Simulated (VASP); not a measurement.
The system is KI.

```
CELL_PARAMETERS angstrom
0.00000 3.54428 3.54428
3.54428 0.00000 3.54428
3.54428 3.54428 0.00000
ATOMIC_POSITIONS crystal
K 0.00000 0.00000 0.00000
I 0.50000 0.50000 0.50000
```

Base run:

| Property | Result |
| --- | --- |
| Program | VASP 6.6.1 |
| Functional | PBE |
| Potentials or basis | VASP PAW PBE potentials, release 64 (K_sv, I) |
| Cutoff | 520 eV |
| k mesh | 4 × 4 × 4 |
| Occupations | gaussian, width 0.01 eV |
| Spin | no spin polarisation |

Its results: band gap on the k mesh 3.94 eV, direct; pressure 0.5 GPa.

Question: The run is repeated on the same cell with these changes: functional from PBE to HSE06. What comes out?

Answer: Band gap on the k mesh 4.93 eV, direct; pressure 0.3 GPa.

HSE06 gives the wider gap, since exact exchange removes part of the self-interaction.

Caveats: spin-orbit coupling is left out, which moves the levels of the heavy elements; the PAW data sets were made with another functional, which shifts forces and pressure a little (some runs).

